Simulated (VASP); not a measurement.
Runs of VASP 6.6.1 on MnS. The structure is that of space group F-43m (No. 216), or close to it. The cells are those of the table. 

```csv
level,potentials or basis,fixed moment (μB),cell,k mesh,smearing,gap on the mesh (eV),pressure (GPa),moment (μB)
PBE,"VASP PAW PBE potentials, release 64 (Mn_pv, S)",-,"a = 3.498 Å, angles 60.0°, 2 atoms",9 × 9 × 9,gaussian 0.012 eV,none,2.9,(d)
PBEsol,"VASP PAW PBE potentials, release 64 (Mn_pv, S)",1.0,"a = 3.498 Å, angles 60.0°, 2 atoms",8 × 8 × 8,fermi-dirac 0.05 eV,-,-0.1,1.00
PBEsol,"VASP PAW PBE potentials, release 64 (Mn_pv, S)",-,"a = 3.498 Å, angles 60.0°, 2 atoms",9 × 9 × 9,fermi-dirac 0.05 eV,none,-2.8,(b)
PBE,"VASP PAW PBE potentials, release 64 (Mn_pv, S)",8.0,"a = 3.498 Å, angles 60.0°, 2 atoms",8 × 8 × 8,fermi-dirac 0.05 eV,-,(c),8.00
PBE,"VASP PAW PBE potentials, release 64 (Mn_pv, S)",6.0,"a = 3.498 Å, angles 60.0°, 2 atoms",8 × 8 × 8,fermi-dirac 0.05 eV,-,74.8,6.00
PBEsol,"VASP PAW PBE potentials, release 64 (Mn_pv, S)",3.0,"a = 3.498 Å, angles 60.0°, 2 atoms",8 × 8 × 8,fermi-dirac 0.05 eV,-,18.0,3.00
LDA,"VASP PAW LDA potentials, release 64 (Mn_pv, S)",-,"a = 3.544 Å, angles 60.0°, 2 atoms",9 × 9 × 9,fermi-dirac 0.05 eV,none,-11.5,0.17
PBE,"VASP PAW PBE potentials, release 64 (Mn_pv, S)",1.0,"a = 3.498 Å, angles 60.0°, 2 atoms",8 × 8 × 8,fermi-dirac 0.05 eV,-,(a),1.00
```

Alike in all rows: task single point; spin collinear, ferromagnetic start; cutoff (eV) 520.

Fill in the values left out.

(a) 5.7; (b) 0.23; (c) 107.0; (d) 0.22.

Caveats: the total moment is fixed, so each spin has its own Fermi level (at least some runs); a cell with one magnetic atom can't hold antiferromagnetic order, which such compounds often take (at least some runs); the cell stands under pressure (at least some runs); semilocal functionals often make such compounds metallic where correlation or magnetic order opens a gap, which also shifts bond lengths (at least some runs); the PAW data sets were made with another functional, which shifts forces and pressure a little (at least some runs); the cell stands under tension (at least some runs).

A gap of «none» marks levels without a gap at the run's occupations.
